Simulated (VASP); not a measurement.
# TaC (Fm-3m) in VASP: elastic constants with PBE

Aim: the elastic constants of TaC with PBE.

Program: VASP 6.6.1. These are calculated values, not measurements. Logs are shortened: lines on timing, memory, paths and dates and some standing lists are left out, and cuts for length are marked.

### 1 The cell of the first run

Symmetry: Fm-3m, No. 225, cubic system. Conventional cell: a = 4.476 Å, b = 4.476 Å, c = 4.476 Å, α = 90.00°, β = 90.00°, γ = 90.00°. Ta (site symmetry m-3m) has 6 C at 2.24 Å within 3.0 Å. C (site symmetry m-3m) has 6 Ta at 2.24 Å within 3.0 Å.

### 2 Elastic constants, PBE

Input file INCAR:

```
  PREC = Accurate
  ENCUT = 600
  EDIFF = 1E-8
  ISMEAR = -1
  SIGMA = 0.15
  LREAL = False
  LASPH = True
  NELM = 120
  ALGO = Normal
  ISIF = 3
  LWAVE = False
  LCHARG = False
  GGA = PE
  NBANDS = 14
  IBRION = 6
  NFREE = 2
  POTIM = 0.015
  NSW = 1
  GGA_COMPAT = False
```

Input file KPOINTS:

```
regular mesh
0
Gamma
  17 17 17
```

Input file POSCAR:

```
TaC
1.0
    0.0000000000      2.2381085741      2.2381085741
    2.2381085741      0.0000000000      2.2381085741
    2.2381085741      2.2381085741      0.0000000000
Ta C
1 1
Direct
    0.0000000000      0.0000000000      0.0000000000
    0.5000000000      0.5000000000      0.5000000000
```

Potentials or basis: VASP PAW PBE potentials, release 64 (Ta_pv, C).

The run is started by

```
$ cat potpaw_PBE.64/Ta_pv/POTCAR potpaw_PBE.64/C/POTCAR > POTCAR
$ mpirun -np 1 vasp_std > vasp.out
```

OUTCAR:

```text
PREC = Accurate
   ENCUT = 600
   EDIFF = 1E-8
   ISMEAR = -1
   LREAL = False
   LASPH = True
   NELM = 120
   ISIF = 3
   GGA = PE
   IBRION = 6
   NFREE = 2
   POTIM = 0.015
   NSW = 1

 ion  position               nearest neighbor table
   1  0.000  0.000  0.000-   2 2.24   2 2.24   2 2.24   2 2.24   2 2.24   2 2.24
   2  0.500  0.500  0.500-   1 2.24   1 2.24   1 2.24   1 2.24   1 2.24   1 2.24

  LATTYP: Found a face centered cubic cell.
 ALAT       =     4.4762171482

  Lattice vectors:

 A1 = (   0.0000000000,   2.2381085741,   2.2381085741)
 A2 = (   2.2381085741,   0.0000000000,   2.2381085741)
 A3 = (   2.2381085741,   2.2381085741,   0.0000000000)

Analysis of symmetry for initial positions (statically):
=====================================================================
 Subroutine PRICEL returns:
 Original cell was already a primitive cell.

 Routine SETGRP: Setting up the symmetry group for a
 face centered cubic supercell.

 Subroutine GETGRP returns: Found 48 space group operations
 (whereof 48 operations were pure point group operations)
 out of a pool of 48 trial point group operations.

The static configuration has the point symmetry O_h .

Analysis of symmetry for dynamics (positions and initial velocities):
=====================================================================
 Subroutine PRICEL returns:
 Original cell was already a primitive cell.

 Routine SETGRP: Setting up the symmetry group for a
 face centered cubic supercell.

 Subroutine GETGRP returns: Found 48 space group operations
 (whereof 48 operations were pure point group operations)
 out of a pool of 48 trial point group operations.

The dynamic configuration has the point symmetry O_h .

 Subroutine INISYM returns: Found 48 space group operations
 (whereof 48 operations are pure point group operations),
 and found     1 'primitive' translations

----------------------------------------------------------------------------------------

                                     Primitive cell

  volume of cell :      22.4220

  direct lattice vectors                    reciprocal lattice vectors
     0.000000000  2.238108574  2.238108574    -0.223402924  0.223402924  0.223402924
     2.238108574  0.000000000  2.238108574     0.223402924 -0.223402924  0.223402924
     2.238108574  2.238108574  0.000000000     0.223402924  0.223402924 -0.223402924

  length of vectors
     3.165163500  3.165163500  3.165163500     0.386945215  0.386945215  0.386945215

  position of ions in fractional coordinates (direct lattice)
     0.000000000  0.000000000  0.000000000
     0.500000000  0.500000000  0.500000000

  ion indices of the primitive-cell ions
   primitive index   ion index
                 1           1
                 2           2

----------------------------------------------------------------------------------------

 KPOINTS: regular mesh

Automatic generation of k-mesh.
 Grid dimensions read from file:
 generate k-points for:   17   17   17

 Generating k-lattice:

  Cartesian coordinates                     Fractional coordinates (reciprocal lattice)
    -0.013141348  0.013141348  0.013141348     0.058823529  0.000000000  0.000000000
     0.013141348 -0.013141348  0.013141348     0.000000000  0.058823529  0.000000000
[... 108 lines left out ...]

------------------------ aborting loop because EDIFF is reached ----------------------------------------

  FORCE on cell =-STRESS in cart. coord.  units (eV):
  Direction    XX          YY          ZZ          XY          YZ          ZX
  --------------------------------------------------------------------------------------
  -------------------------------------------------------------------------------------
  Total        0.0872300      0.0872300      0.0872300      0.0000000     -0.0000000      0.0000000
  in kB        6.2330879      6.2330879      6.2330879      0.0000000     -0.0000000      0.0000000
  external PRESSURE =       6.2330879 kB  Pullay stress =       0.0000000 kB
[... 89 lines left out ...]
  FREE ENERGIE OF THE ION-ELECTRON SYSTEM (eV)
  ---------------------------------------------------
  free  energy   TOTEN  =       -22.2134167488 eV

  energy  without entropy=      -22.1663886867  energy(sigma->0) =      -22.18990272

[... ionic steps 4 to 14 ...]

--------------------------------------- Ionic step       15  -------------------------------------------

 number of electron      15.0000001 magnetization

------------------------ aborting loop because EDIFF is reached ----------------------------------------
[... 67 lines left out ...]
--------------------------------------- Ionic step       17  -------------------------------------------

 number of electron      15.0000000 magnetization

 Free energy of the ion-electron system (eV)
  ---------------------------------------------------
  ext. energy  EPLUGINS =         0.00000000
  ---------------------------------------------------
  free energy    TOTEN  =       -22.22539353 eV

  energy without entropy =      -22.17748748  energy(sigma->0) =      -22.20144050

 E-fermi :   8.2613     XC(G=0): -13.1281

 val. band max:        8.2414764105   @ k =  -0.3529   0.3529   0.0000
 cond. band min:       8.2837422951   @ k =   0.0588   0.0588   0.0000
 fundamental gap:      0.0422658846
 Fermi energy:         8.2612645749

 k-point     1 :       0.0000    0.0000    0.0000
  band No.  band energies     occupation
      1     -26.8545      2.00000
      2     -26.8542      2.00000
      3     -26.8542      2.00000
      4      -6.4675      2.00000
      5       6.9339      1.99971
      6       6.9339      1.99971
      7       6.9470      1.99969
      8       7.7614      1.93104
      9       7.7936      1.91526
     10       7.7936      1.91526
     11       8.8935      0.02912
     12       8.9138      0.02548
     13      14.6599      0.00000
     14      18.2865      0.00000
[... 377 lines left out ...]
      1     -26.9881      2.00000
      2     -26.8865      2.00000
      3     -26.8610      2.00000
      4      -5.8801      2.00000
      5       4.9562      2.00000
      6       5.3952      2.00000
      7       5.5304      2.00000
      8       7.3667      1.99487
      9       8.2411      1.06700
     10       8.8804      0.03172
     11      10.6831      0.00000
     12      12.1047      0.00000
     13      15.7598      0.00000
     14      19.6986      0.00000

 [... further k-points ...]
[... 5 lines left out ...]
  --------------------------------------------------------------------------------------
  -------------------------------------------------------------------------------------
  Total        0.1016040      0.0869861      0.0869861      0.0000000     -0.0000000      0.0000000
  in kB        7.2601921      6.2156591      6.2156591      0.0000000     -0.0000000      0.0000000
  external PRESSURE =       6.5638368 kB  Pullay stress =       0.0000000 kB
[... 17 lines left out ...]
  FREE ENERGIE OF THE ION-ELECTRON SYSTEM (eV)
  ---------------------------------------------------
  free  energy   TOTEN  =       -22.2253935254 eV

  energy  without entropy=      -22.1774874819  energy(sigma->0) =      -22.20144050

 INTERNAL STRAIN TENSORS FROM STRAINED CELLS
 ============================================

 INTERNAL STRAIN TENSOR FOR ION    1 for displacements in x,y,z  (eV/Angst):
          X           Y           Z          XY          YZ          ZX
  --------------------------------------------------------------------------------
  x     0.00000    -0.00000    -0.00000     0.00000    -0.00000    -0.00000
  y    -0.00000     0.00000     0.00000     0.00000    -0.00000    -0.00000
  z    -0.00000     0.00000     0.00000     0.00000    -0.00000     0.00000

 INTERNAL STRAIN TENSORS FROM DISPLACED ATOMS
 ============================================

 INTERNAL STRAIN TENSOR FOR ION    1 for displacements in x,y,z  (eV/Angst):
          X           Y           Z          XY          YZ          ZX
  --------------------------------------------------------------------------------
  x     0.00000     0.00000     0.00000     0.00000     0.00000     0.00000
  y     0.00000     0.00000     0.00000     0.00000     0.00000     0.00000
  z     0.00000     0.00000     0.00000     0.00000     0.00000     0.00000

 INTERNAL STRAIN TENSOR FOR ION    2 for displacements in x,y,z  (eV/Angst):
          X           Y           Z          XY          YZ          ZX
  --------------------------------------------------------------------------------
  x     0.00000     0.00000     0.00000     0.00000     0.00000     0.00000
  y     0.00000     0.00000     0.00000     0.00000     0.00000     0.00000
  z     0.00000     0.00000     0.00000     0.00000     0.00000     0.00000

 Eigenvectors and eigenvalues of the dynamical matrix
 ----------------------------------------------------

   1 f  =   16.101262 THz   101.167210 2PiTHz  537.080275 cm-1    66.589437 meV
             X         Y         Z           dx          dy          dz
      0.000000  0.000000  0.000000     0.000000    0.249523    0.000000
      2.238109  2.238109  2.238109     0.000000   -0.968369    0.000000
[... 21 lines left out ...]
   6 f/i=    0.000519 THz     0.003261 2PiTHz    0.017315 cm-1     0.002147 meV
             X         Y         Z           dx          dy          dz
      0.000000  0.000000  0.000000     0.000000    0.000000    0.968369
      2.238109  2.238109  2.238109     0.000000    0.000000    0.249523

--------------------------------------------------------------------------------------------------------

 ELASTIC MODULI CONTR FROM IONIC RELAXATION (kBar)
 Direction    XX          YY          ZZ          XY          YZ          ZX
 --------------------------------------------------------------------------------
 XX           0.0000      0.0000      0.0000      0.0000      0.0000      0.0000
 YY           0.0000      0.0000      0.0000      0.0000      0.0000      0.0000
 ZZ           0.0000      0.0000      0.0000      0.0000      0.0000      0.0000
 XY           0.0000      0.0000      0.0000      0.0000      0.0000      0.0000
 YZ           0.0000      0.0000      0.0000      0.0000      0.0000      0.0000
 ZX           0.0000      0.0000      0.0000      0.0000      0.0000      0.0000
 --------------------------------------------------------------------------------

 TOTAL ELASTIC MODULI (kBar)
 Direction    XX          YY          ZZ          XY          YZ          ZX
 --------------------------------------------------------------------------------
 XX        7235.5009   1273.1635   1273.1635      0.0000     -0.0000      0.0000
 YY        1273.1635   7235.5009   1273.1635     -0.0000     -0.0000      0.0000
 ZZ        1273.1635   1273.1635   7235.5009      0.0000      0.0000      0.0000
 XY           0.0000     -0.0000      0.0000   1760.3474      0.0000      0.0000
 YZ          -0.0000     -0.0000      0.0000      0.0000   1760.3474      0.0000
 ZX           0.0000      0.0000      0.0000      0.0000      0.0000   1760.3474
 --------------------------------------------------------------------------------
```

Wall time 23 min (1 thread of Intel Xeon 6975P-C (Granite Rapids), shared host); peak memory 0.9 GiB.

What came out:

```
Elastic constants C11, C12, C44 : 724, 127, 176 GPa
Voigt bulk modulus              : 326 GPa
Highest phonon frequency at Γ   : 537 cm⁻¹
```

Phonon frequencies in cm⁻¹ (negative: imaginary):
| q point | frequencies |
| --- | --- |
| (0.000, 0.000, 0.000) | 0 0 0 537 537 537 |

Elastic tensor in Voigt notation (GPa, in the Cartesian axes of the cell as first typed):
```
724 127 127   0   0   0
127 724 127   0   0   0
127 127 724   0   0   0
  0   0   0 176   0   0
  0   0   0   0 176   0
  0   0   0   0   0 176
```

Clamped-ion elastic tensor (GPa):
```
724 127 127   0   0   0
127 724 127   0   0   0
127 127 724   0   0   0
  0   0   0 176   0   0
  0   0   0   0 176   0
  0   0   0   0   0 176
```

Caveat: spin-orbit coupling is left out, which moves the levels of the heavy elements.
